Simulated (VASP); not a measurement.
The system is Ba3HfO.

```
Ba Hf O
1.0
     5.81863    0.00000    0.00000
    -2.90932    5.03908    0.00000
     0.00000    0.00000    4.93666
Ba Hf O
3 1 1
Direct
  0.50000 0.00000 0.50000
  0.00000 0.50000 0.50000
  0.50000 0.50000 0.50000
  0.00000 0.00000 0.50000
  0.00000 0.00000 0.00000
```

| Property | Result |
| --- | --- |
| Program | VASP 6.6.1 |
| Task | relaxation of cell and atoms |
| Functional | PBE |
| Potentials or basis | VASP PAW PBE potentials, release 64 (Ba_sv, Hf_pv, O) |
| Cutoff | 600 eV |
| k mesh | 3 × 3 × 4 |
| Occupations | gaussian, width 0.1 eV |
| Spin | no spin polarisation |

At the start: pressure 16.4 GPa; volume 28.95 Å³/atom.

**Question.** Where does the relaxation end?

**Answer.** Over 9 steps the energy falls by 1990.4 meV/atom and the volume is 41.87 Å³/atom (+44.6 %); space group P6/mmm (No. 191, to 0.05 Å).

The path:
```csv
step,energy change (eV),largest force (eV/Å),pressure (GPa),volume (Å³)
1,0.0000,0.0000,16.37,144.75
2,-9.4781,0.0000,-1.08,205.24
3,-9.8571,0.0000,-1.55,216.37
4,-9.8906,0.0000,-1.58,219.51
5,-9.8764,0.0000,1.37,206.40
6,-9.9447,0.0000,-0.32,213.12
7,-9.9447,0.0000,-0.30,212.99
8,-9.9512,0.0000,-0.09,210.35
9,-9.9518,0.0000,-0.01,209.34
```

Final structure:
```
Ba Hf O
1.0
     7.79001    0.00000    0.00000
    -3.89501    6.74635    0.00000
     0.00000    0.00000    3.98332
Ba Hf O
3 1 1
Direct
  0.50000 0.00000 0.50000
  0.00000 0.50000 0.50000
  0.50000 0.50000 0.50000
  0.00000 0.00000 0.50000
  0.00000 0.00000 0.00000
```

Caveat: the k points lie up to 0.39 Å⁻¹ apart in the final cell; the volume moved by over 15 % at a fixed basis, so the end points are rough.
